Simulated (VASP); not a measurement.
# Sr8Ti8O23 (a cell with a defect) in VASP: single point with PBE

Aim: the single point of Sr8Ti8O23 (a cell with a defect) with PBE.

All numbers are computed with VASP 6.6.1; they aren't measurements. Logs are shortened: lines on timing, memory, paths and dates and some standing lists are left out, and cuts for length are marked.

### Step 1. The cell of the first run

The cell holds a defect, 39 atoms: a = 7.873 Å, b = 7.873 Å, c = 7.873 Å, α = 90.00°, β = 90.00°, γ = 90.00°.

### Step 2. Single point, PBE

The input, INCAR:

```
  ALGO = Normal
  EDIFF = 1E-6
  ENCUT = 520
  GGA = PE
  ISIF = 2
  ISMEAR = 0
  LASPH = T
  LCHARG = F
  LREAL = Auto
  LWAVE = F
  NBANDS = 182
  NELECT = 312.0
  NELM = 60
  PREC = Accurate
  SIGMA = 0.02
```

The input, KPOINTS:

```
Automatic mesh
0
Gamma
  2 2 2
  0.5 0.5 0.5
```

The input, POSCAR:

```
Sr8Ti8O23
1.0
    0.0000000000      7.8728452585      0.0000000000
    0.0000000000      0.0000000000      7.8728452585
    7.8728452585      0.0000000000      0.0000000000
Sr Ti O
8 8 23
Direct
    0.5074320489     -0.0011506640     -0.0094697657
    0.5082694844      0.5008663159     -0.0106364341
   -0.0105825781     -0.0008710955     -0.0097334569
   -0.0070545017      0.5015349433     -0.0081307327
    0.5074320489     -0.0011506640      0.5094698128
    0.5082694844      0.5008663159      0.5106364812
   -0.0105825781     -0.0008710955      0.5097335040
   -0.0070545017      0.5015349433      0.5081306527
    0.2460576750      0.2338891391      0.2499999600
    0.2455743682      0.7698616956      0.2499999600
    0.7414174683      0.2522960804      0.2499999600
    0.7488530266      0.7434782227      0.2499999600
    0.2474445942      0.2541355678      0.7500000071
    0.2498749735      0.7477325931      0.7500000071
    0.7475371110      0.2502811798      0.7500000071
    0.7499262092      0.7501980296      0.7500000071
    0.0237151873      0.3047964136      0.2499999600
    0.0045488002      0.7320745945      0.2499999600
    0.4991092637      0.2662156985      0.2499999600
    0.4927127198      0.7556974391      0.2499999600
    0.0072612884      0.2426860858      0.7500000071
    0.0024701362      0.7528287176      0.7500000071
    0.5074371296      0.2496867315      0.7500000071
    0.5009073430      0.7462248789      0.7500000071
    0.2254887454      0.0015703344      0.2499999600
    0.7396226915      0.5076726226      0.2499999600
    0.7626538822      0.0108156578      0.2499999600
    0.2511684067      0.4950609179      0.7500000071
    0.2570213098     -0.0075271389      0.7500000071
    0.7549054763      0.5011382633      0.7500000071
    0.7499476753      0.0007490303      0.7500000071
    0.2609835368      0.2556385822      0.4950431352
    0.2506353085      0.7256017123      0.4914220810
    0.7585916913      0.2532398307      0.4985099886
    0.7497306001      0.7551924120      0.4999527961
    0.2609835368      0.2556385822      0.0049567848
    0.2506353085      0.7256017123      0.0085779661
    0.7585916913      0.2532398307      0.0014900585
    0.7497306001      0.7551924120      0.0000472510
```

Potentials or basis: VASP PAW PBE potentials, release 64 (Sr_sv, Ti_sv, O).

Launch:

```bash
$ cat potpaw_PBE.64/Sr_sv/POTCAR potpaw_PBE.64/Ti_sv/POTCAR potpaw_PBE.64/O/POTCAR > POTCAR
$ mpirun -np 1 vasp_std > vasp.out
```

OUTCAR:

```text
EDIFF = 1E-6
   ENCUT = 520
   GGA = PE
   ISIF = 2
   ISMEAR = 0
   LASPH = T
   LREAL = Auto
   NELECT = 312.0
   NELM = 60
   PREC = Accurate

 ion  position               nearest neighbor table
   1  0.507  0.999  0.991-  31 2.69  39 2.71  29 2.73  23 2.74  24 2.75  20 2.80  36 2.80  38 2.82
                            27 2.87  19 2.93  37 2.96  25 3.02  16 3.33  15 3.33  11 3.40  14 3.41
   2  0.508  0.501  0.989-  37 2.70  24 2.70  30 2.71  23 2.73  26 2.74  36 2.74  19 2.76  39 2.76
                            28 2.77  38 2.77  20 2.87  15 3.32  16 3.32  11 3.38  12 3.38  14 3.39
   3  0.989  0.999  0.990-  31 2.67  39 2.69  21 2.70  38 2.70  22 2.71  27 2.72  25 2.76  29 2.83
                            18 2.94  36 2.94  37 2.98  17 3.17  16 3.31  15 3.33  10 3.39   9 3.42
   4  0.993  0.502  0.992-  17 2.57  30 2.67  38 2.69  37 2.69  18 2.73  22 2.75  39 2.77  28 2.79
                            21 2.79  26 2.85  36 2.87  16 3.33  15 3.36  13 3.38  12 3.38  14 3.39
   5  0.507  0.999  0.509-  31 2.69  35 2.71  29 2.73  23 2.74  24 2.75  20 2.80  32 2.80  34 2.82
                            27 2.87  19 2.93  33 2.96  25 3.02  16 3.33  15 3.33  11 3.40  14 3.41
   6  0.508  0.501  0.511-  33 2.70  24 2.70  30 2.71  23 2.73  26 2.74  32 2.74  19 2.76  35 2.76
                            28 2.77  34 2.77  20 2.87  15 3.32  16 3.32  11 3.38  12 3.38  14 3.39
   7  0.989  0.999  0.510-  31 2.67  35 2.69  21 2.70  34 2.70  22 2.71  27 2.72  25 2.76  29 2.83
                            18 2.94  32 2.94  33 2.98  17 3.17  16 3.31  15 3.33  10 3.39   9 3.42
   8  0.993  0.502  0.508-  17 2.57  30 2.67  34 2.69  33 2.69  18 2.73  22 2.75  35 2.77  28 2.79
                            21 2.79  26 2.85  32 2.87  16 3.33  15 3.36  13 3.38  12 3.38  14 3.39
   9  0.246  0.234  0.250-  25 1.84  17 1.84  36 1.94  32 1.94  19 2.01   3 3.42   7 3.42   1 3.44
                             5 3.44   8 3.54   4 3.54   2 3.59   6 3.59
  10  0.246  0.770  0.250-  25 1.83  18 1.92  37 1.93  33 1.93  20 1.95   3 3.39   7 3.39   1 3.42
                             5 3.42   8 3.54   4 3.54   2 3.60   6 3.60
  11  0.741  0.252  0.250-  27 1.91  19 1.91  38 1.96  34 1.96  26 2.01  17 2.26   2 3.38   6 3.38
                             1 3.40   5 3.40   4 3.45   8 3.45   3 3.46   7 3.46
  12  0.749  0.743  0.250-  26 1.86  39 1.97  35 1.97  18 2.02  20 2.02  27 2.11   2 3.38   6 3.38
                             4 3.38   8 3.38   3 3.44   7 3.44   1 3.44   5 3.44
  13  0.247  0.254  0.750-  21 1.89  28 1.90  36 2.01  32 2.01  23 2.05  29 2.06   4 3.38   8 3.38
                             6 3.40   2 3.40   7 3.43   3 3.43   5 3.44   1 3.44
  14  0.250  0.748  0.750-  29 1.93  22 1.95  24 1.98  28 1.99  33 2.04  37 2.04   6 3.39   2 3.39
                             4 3.39   8 3.39   5 3.41   1 3.41   7 3.42   3 3.42
  15  0.748  0.250  0.750-  23 1.89  31 1.96  30 1.98  34 1.98  38 1.98  21 2.05   6 3.32   2 3.32
                             5 3.33   1 3.33   7 3.33   3 3.33   4 3.36   8 3.36
  16  0.750  0.750  0.750-  24 1.96  30 1.96  35 1.97  39 1.97  31 1.97  22 1.99   7 3.31   3 3.31
                             6 3.32   2 3.32   5 3.33   1 3.33   4 3.33   8 3.33
  17  0.024  0.305  0.250-   9 1.84  11 2.26   4 2.57   8 2.57   3 3.17   7 3.17
  18  0.005  0.732  0.250-  10 1.92  12 2.02   4 2.73   8 2.73   3 2.94   7 2.94
  19  0.499  0.266  0.250-  11 1.91   9 2.01   2 2.76   6 2.76   1 2.93   5 2.93
  20  0.493  0.756  0.250-  10 1.95  12 2.02   1 2.80   5 2.80   2 2.87   6 2.87
  21  0.007  0.243  0.750-  13 1.89  15 2.05   7 2.70   3 2.70   4 2.79   8 2.79
[... 16 lines left out ...]
  38  0.759  0.253  0.001-  11 1.96  15 1.98   4 2.69   3 2.70   2 2.77   1 2.82
  39  0.750  0.755  0.000-  16 1.97  12 1.97   3 2.69   1 2.71   2 2.76   4 2.77

  LATTYP: Found a simple cubic cell.
 ALAT       =     7.8728452585

  Lattice vectors:

 A1 = (   0.0000000000,   7.8728452585,   0.0000000000)
 A2 = (   0.0000000000,   0.0000000000,   7.8728452585)
 A3 = (   7.8728452585,   0.0000000000,   0.0000000000)

Analysis of symmetry for initial positions (statically):
=====================================================================
 Subroutine PRICEL returns:
 Original cell was already a primitive cell.

 Routine SETGRP: Setting up the symmetry group for a
 simple cubic supercell.

 Subroutine GETGRP returns: Found  2 space group operations
 (whereof  1 operations were pure point group operations)
 out of a pool of 48 trial point group operations.

The static configuration has the point symmetry C_1 .
 The point group associated with its full space group is C_1h.

Analysis of symmetry for dynamics (positions and initial velocities):
=====================================================================
 Subroutine PRICEL returns:
 Original cell was already a primitive cell.

 Routine SETGRP: Setting up the symmetry group for a
 simple cubic supercell.

 Subroutine GETGRP returns: Found  2 space group operations
 (whereof  1 operations were pure point group operations)
 out of a pool of 48 trial point group operations.

The dynamic configuration has the point symmetry C_1 .
 The point group associated with its full space group is C_1h.

[... 124 lines left out ...]

 Found      2 irreducible k-points:

 Following reciprocal coordinates:
            Coordinates               Weight
  0.250000  0.250000  0.250000      4.000000
 -0.250000  0.250000  0.250000      4.000000
   k-points           NKPTS =      2   k-points in BZ     NKDIM =      2   number of bands    NBANDS=    182
   number of dos      NEDOS =    301   number of ions     NIONS =     39
   total plane-waves  NPLWV = 216000
   dimension x,y,z NGX =    60 NGY =   60 NGZ =   60
   dimension x,y,z NGXF=   120 NGYF=  120 NGZF=  120
   ions per type =               8   8  23
   NGX,Y,Z   is equivalent  to a cutoff of  12.67, 12.67, 12.67 a.u.
   NGXF,Y,Z  is equivalent  to a cutoff of  25.34, 25.34, 25.34 a.u.
 SYSTEM =  unknown system
   PREC   = accura    normal or accurate (medium, high low for compatibility)
   ISTART =      0    job   : 0-new  1-cont  2-samecut
   ICHARG =      2    charge: 1-file 2-atom 10-const
   ISPIN  =      1    spin polarized calculation?
   LNONCOLLINEAR =      F non collinear calculations
   LSORBIT =      F    spin-orbit coupling
   LASPH  =      T    aspherical Exc in radial PAW
   ENCUT  =  520.0 eV  38.22 Ry    6.18 a.u.  14.64 14.64 14.64*2*pi/ulx,y,z
   NELM   =     60;   NELMIN=  2; NELMDL= -5     # of ELM steps
   EDIFF  = 0.1E-05   stopping-criterion for ELM
   LREAL  =      T    real-space projection
   EDIFFG = 0.1E-04   stopping-criterion for IOM
   NSW    =      0    number of steps for IOM
   IBRION =     -1    ionic relax: 0-MD 1-quasi-New 2-CG
   NFREE  =      0    steps in history (QN), initial steepest desc. (CG)
   ISIF   =      2    stress and relaxation
   ISYM   =      2    0-nonsym 1-usesym 2-fastsym
   POTIM  = 0.5000    time-step for ionic-motion
   TEBEG  =    0.0;   TEEND  =   0.0 temperature during run
   PSTRESS=    0.0 pullay stress
   NELECT =     312.0000    total number of electrons
   NUPDOWN=      -1.0000    fix difference up-down
   EMIN   =  10.00;   EMAX   =-10.00  energy-range for DOS
   EFERMI =   0.00;   METHOD = LEGACY
   ISMEAR =     0;   SIGMA  =   0.02  broadening in eV -4-tet -1-fermi 0-gaus
   EFERMI_NEDOS =   21; number of points for ismear=-14 and -15
   IALGO  =     38    algorithm
   IMIX   =      4    mixing-type and parameters
     AMIX     =   0.40;   BMIX     =  1.00
     AMIX_MAG =   1.60;   BMIX_MAG =  1.00
  volume/ion in A,a.u.               =      12.51        84.44
  Fermi-wavevector in a.u.,A,eV,Ry     =   1.410353  2.665182 27.063308  1.989097
  Thomas-Fermi vector in A             =   2.532316
   LORBIT       =      0    0 simple, 1 ext, 2 COOP (PROOUT), +10 PAW based schemes
   GGA     = PE    functional components
   LHFCALC =     F    Hartree Fock is set to
   AEXX    =    0.0000 exact exchange contribution
   IVDW    =     0    specifies the selected vdW correction
   LEPSILON=     F    determine dielectric tensor
   LRPA    =     F    only Hartree local field effects (RPA)
 non-spin polarized calculation
 Gauss-broadening in eV      SIGMA  =   0.02
  energy-cutoff  :      520.00
  volume of cell :      487.97
 maximum number of plane-waves:     13154
 NGX is ok and might be reduce to    60
   NGX = 29   NGY = 29   NGZ = 29

 number of electron     311.9999972 magnetization

 Free energy of the ion-electron system (eV)
  ---------------------------------------------------
  ext. energy  EPLUGINS =         0.00000000
  ---------------------------------------------------
  free energy    TOTEN  =      -322.75362323 eV

  energy without entropy =     -322.75362323  energy(sigma->0) =     -322.75362323

 E-fermi :   3.8332     XC(G=0): -10.9606

 val. band max:        3.6334512967   @ k =   0.2500   0.2500   0.2500
 cond. band min:       6.1835310635   @ k =  -0.2500   0.2500   0.2500
 fundamental gap:      2.5500797667
 Fermi energy:         3.8331705443

 k-point     1 :       0.2500    0.2500    0.2500
  band No.  band energies     occupation
      1     -52.7987      2.00000
      2     -52.7917      2.00000
      3     -52.7283      2.00000
      4     -52.7193      2.00000
      5     -52.7010      2.00000
      6     -52.6898      2.00000
[... 160 lines left out ...]
    167       7.2854      0.00000
    168       7.3250      0.00000

 k-point     2 :      -0.2500    0.2500    0.2500
  band No.  band energies     occupation
      1     -52.7987      2.00000
      2     -52.7917      2.00000
      3     -52.7283      2.00000
      4     -52.7193      2.00000
      5     -52.7010      2.00000
      6     -52.6898      2.00000
[... 160 lines left out ...]
    167       7.2772      0.00000
    168       7.3227      0.00000
 [bands above 168 left out]

------------------------ aborting loop because EDIFF is reached ----------------------------------------

  FORCE on cell =-STRESS in cart. coord.  units (eV):
  Direction    XX          YY          ZZ          XY          YZ          ZX
  --------------------------------------------------------------------------------------
  -------------------------------------------------------------------------------------
  Total      -15.0168467    -13.7332958    -11.7214381      0.0000000      0.2794445      0.0000000
  in kB      -49.3053655    -45.0910356    -38.4854292      0.0000000      0.9175104      0.0000000
  external PRESSURE =     -44.2939434 kB  Pullay stress =       0.0000000 kB

 VOLUME and BASIS-vectors are now :
 -----------------------------------------------------------------------------
  energy-cutoff  :      520.00
  volume of cell :      487.97
      direct lattice vectors                 reciprocal lattice vectors
     0.000000000  7.872845258  0.000000000     0.000000000  0.127018882  0.000000000
     0.000000000  0.000000000  7.872845258     0.000000000  0.000000000  0.127018882
     7.872845258  0.000000000  0.000000000     0.127018882  0.000000000  0.000000000

 POSITION                                       TOTAL-FORCE (eV/Angst)
 -----------------------------------------------------------------------------------
      7.79829      3.99493      7.86379         0.015652     -0.010109      0.021821
      7.78911      4.00153      3.94324         0.022704      0.005794     -0.005523
      7.79622      7.78953      7.86599         0.014461      0.011780      0.013503
      7.80883      7.81731      3.94851         0.012897      0.003138     -0.006798
      4.01098      3.99493      7.86379        -0.015652     -0.010109      0.021821
      4.02016      4.00153      3.94324        -0.022704      0.005794     -0.005523
[... 31 lines left out ...]
      0.01173      5.97227      1.99372        -0.027246     -0.023866     -0.006790
      0.00037      5.90251      5.94551         0.013162      0.021888     -0.001453
 -----------------------------------------------------------------------------------
    total drift:                                0.012053      0.038921      0.016287

  FREE ENERGIE OF THE ION-ELECTRON SYSTEM (eV)
  ---------------------------------------------------
  free  energy   TOTEN  =      -322.7536232314 eV

  energy  without entropy=     -322.7536232314  energy(sigma->0) =     -322.75362323
```

Wall time 12 min (1 thread of Oxide Virtual Turin-like, shared host); peak memory 0.51 GiB.

What came out:

- Free energy: -322.7536 eV
- Largest force: 0.285 eV/Å

Forces in eV/Å, atoms in the order of the input:
```
Sr   0.016 -0.010  0.022
Sr   0.023  0.006 -0.006
Sr   0.014  0.012  0.014
Sr   0.013  0.003 -0.007
Sr  -0.016 -0.010  0.022
Sr  -0.023  0.006 -0.006
Sr  -0.014  0.012  0.014
Sr  -0.013  0.003 -0.007
Ti   0.000  0.037  0.029
Ti   0.000  0.002 -0.061
Ti   0.000  0.086 -0.006
Ti   0.000 -0.017  0.069
Ti   0.000  0.070  0.014
Ti   0.000 -0.005  0.028
Ti   0.000  0.082 -0.013
Ti   0.000 -0.026  0.035
O    0.000 -0.219 -0.181
O    0.000  0.011 -0.042
O    0.000 -0.039 -0.034
O    0.000  0.043 -0.019
O    0.000 -0.078  0.019
O    0.000  0.022  0.005
O    0.000 -0.066  0.005
O    0.000  0.018  0.001
O    0.000  0.065  0.012
O    0.000  0.007 -0.021
O    0.000  0.025 -0.073
O    0.000 -0.010  0.014
O    0.000  0.006  0.027
O    0.000  0.000  0.001
O    0.000 -0.008  0.024
O    0.002 -0.029  0.061
O    0.021  0.017  0.008
O    0.027 -0.024 -0.007
O   -0.013  0.022 -0.001
O   -0.002 -0.029  0.061
O   -0.021  0.017  0.008
O   -0.027 -0.024 -0.007
O    0.013  0.022 -0.001
```

Caveat: the cell carries a net charge on a neutralising background, which shifts energy and pressure; the cell is charged against a uniform background, so pressure and absolute levels hang on convention.
